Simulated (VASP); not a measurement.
Here is a VASP 6.6.1 calculation.

The input INCAR:

```
SYSTEM = TiO2
ALGO = Normal ; EDIFF = 1E-6
EDIFFG = -0.01 ; ENCUT = 600
GGA = PE ; IBRION = 2
ISIF = 4 ; ISMEAR = 0
LASPH = .True. ; LCHARG = .False.
LREAL = .False. ; LWAVE = .False.
NELM = 80 ; NSW = 50
PREC = Accurate ; SIGMA = 0.02
```

The input KPOINTS:

```
k-points
0
Gamma
  10 10 10
  0 0 0
```

Contents of POSCAR:

```
TiO2
1.0
   -1.8804189950      1.8804189950      4.7995287784
    1.8804189950     -1.8804189950      4.7995287784
    1.8804189950      1.8804189950     -4.7995287784
Ti O
2 4
Direct
    0.0000000000      0.0000000000      0.0000000000
    0.7500000000      0.2500000000      0.5000000000
    0.2064947469      0.2064947469      0.0000000000
    0.9564947469      0.4564947469      0.5000000000
    0.5435052531      0.0435052531      0.5000000000
    0.7935052531      0.7935052531      0.0000000000
```

Potentials or basis: VASP PAW PBE potentials, release 64 (Ti_sv, O).

Launch:

```sh
$ cat potpaw_PBE.64/Ti_sv/POTCAR potpaw_PBE.64/O/POTCAR > POTCAR
$ mpirun -np 1 vasp_std > vasp.out
```

**Question.** What does it give for the band gap on the k mesh?

**Answer.** 2.08 eV (least direct gap 2.44 eV).

The path:
```csv
step,energy change (eV),largest force (eV/Å),pressure (GPa),volume (Å³)
1,0.0000,0.1870,7.23,67.88
2,-0.0035,0.0244,6.72,67.88
3,-0.0035,0.0215,6.71,67.88
4,-0.0060,0.0180,6.49,67.88
5,-0.0087,0.0143,6.06,67.88
6,-0.0090,0.0128,5.85,67.88
7,-0.0090,0.0128,5.86,67.88
8,-0.0090,0.0168,5.76,67.88
9,-0.0090,0.0001,5.80,67.88
```

A k mesh can miss the band edges.
